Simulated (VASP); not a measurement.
Write the native input for VASP 6.6.1 that does the following.

```yaml
Task: single point
Functional: PBEsol
Potentials_or_basis: VASP PAW PBE potentials, release 64 (H, Ge_d, N)
Cutoff: 520 eV
k_mesh: 2 × 2 × 1
Occupations: gaussian, width 0.05 eV
Spin: no spin polarisation
Dipole_correction: no
Further_INCAR_settings: LREAL = Auto; ALGO = Normal; EDIFF = 1e-06; NBANDS = 138
```

The structure of Ge8H3N lies in POSCAR:

```
Ge8H3N
1.0
    8.0044490000      0.0000000000      0.0000000000
    4.0022240000      6.9320560000      0.0000000000
    0.0000000000      0.0000000000     18.1747530000
H Ge N
6 16 2
Direct
    0.1666666218      0.1666667148      0.0550213805
    0.6666666843      0.1666667148      0.0550213805
    0.1666666218      0.6666667148      0.0550213805
    0.6666666843      0.6666667148      0.0550213805
    0.0004623153      0.4952320062      0.4442309615
    0.5090766732      0.4911156228      0.4440737654
    0.1666666218      0.1666667148      0.1403045202
    0.6666666843      0.1666667148      0.1403045202
    0.1666666218      0.6666667148      0.1403045202
    0.6666666843      0.6666667148      0.1403045202
   -0.1679462843      0.3330581865      0.1827130746
    0.3321576035      0.3328025625      0.1848254004
   -0.1682001012      0.8333214561      0.1844792059
    0.3295883462      0.8342796134      0.1856709690
   -0.1626316502      0.3360893218      0.3167836724
    0.3481327293      0.3111088543      0.3181296054
   -0.1820062183      0.8361839547      0.3195984562
    0.3622028703      0.8309976146      0.3209683785
    0.0125721431     -0.0125095643      0.3253306936
    0.5013764033      0.0017263277      0.3906060236
    0.0095346189      0.4973808636      0.3588716171
    0.5002449343      0.4928989321      0.3586993452
    0.7375042651      0.0534239770      0.5792577209
    0.7558362423      0.0754441395      0.5207003363
```

The input as run:

INCAR

```
SYSTEM = Ge8H3N
  PREC = Accurate
  ENCUT = 520
  EDIFF = 1E-6
  ISMEAR = 0
  SIGMA = 0.05
  LREAL = Auto
  LASPH = .TRUE.
  NELM = 100
  ALGO = Normal
  ISIF = 2
  LWAVE = .FALSE.
  LCHARG = .TRUE.
  GGA = PS
  LELF = .TRUE.
  LVHAR = .TRUE.
  NBANDS = 138
```

KPOINTS

```
regular mesh
0
G
  2 2 1
  0 0 0
```

Potentials or basis: VASP PAW PBE potentials, release 64 (H, Ge_d, N).

The run is started by

```bash
$ cat potpaw_PBE.64/H/POTCAR potpaw_PBE.64/Ge_d/POTCAR potpaw_PBE.64/N/POTCAR > POTCAR
$ mpirun -np 1 vasp_std > vasp.out
```

Results of the run:

```json
{
  "Largest force": "1.899 eV/Å",
  "Band gap on the k mesh": "0.14 eV"
}
```

Caveat: the k points lie up to 0.45 Å⁻¹ apart; the standard files for N, O and F lose accuracy on very short bonds; there is no dipole correction, which matters where the two faces differ; the PAW data sets were made with another functional, which shifts forces and pressure a little.

It took 22 min on 1 thread of Intel(R) Xeon(R) Platinum 8259CL CPU @ 2.50GHz (Skylake/Cascade Lake), with other jobs on the host, peak memory 1.1 GiB.
